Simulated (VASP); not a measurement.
The system is CuO.

```
Cu O
1.0
     4.68370    0.00000    0.00000
     4.68370    3.42260    0.00000
    -0.85003    0.00000    5.05787
Cu O
4 4
Direct
  0.00000 0.25000 0.00000
  0.50000 0.75000 0.50000
  0.00000 0.75000 0.00000
  0.50000 0.25000 0.50000
  0.58160 0.91840 0.25000
  0.41840 0.08160 0.75000
  0.58160 0.41840 0.25000
  0.41840 0.58160 0.75000
```

Base run:

- Program: VASP 6.6.1
- Functional: PBEsol
- Potentials or basis: VASP PAW PBE potentials, release 64 (Cu, O)
- Cutoff: 520 eV
- k mesh: 7 × 7 × 4
- Occupations: gaussian, width 0.05 eV
- Spin: collinear spin
- Starting moments: [0.58, -0.58, 0.58, -0.58, 0.0, 0.0, 0.0, 0.0] μB
- Hubbard terms: Cu d U = 7.0 eV

Its results: band gap on the k mesh 1.29 eV; pressure -6.5 GPa; largest force 0.091 eV/Å.

Task: The run is repeated on the same cell with these changes: spin from collinear spin to no spin polarisation; further incar settings from ALGO = Normal; EDIFF = 1e-06; NBANDS = 48 to ALGO = Fast; EDIFF = 1e-06; NBANDS = 44. What comes out?

Result: Band gap on the k mesh zero (bands 34 and 35 overlap by 0.77 eV); pressure -7.5 GPa; largest force 0.314 eV/Å.

Caveats: the cell stands under tension; the PAW data sets were made with another functional, which shifts forces and pressure a little; U without spin polarisation on a metal has little footing (at least some runs).

A k mesh can miss the band edges.
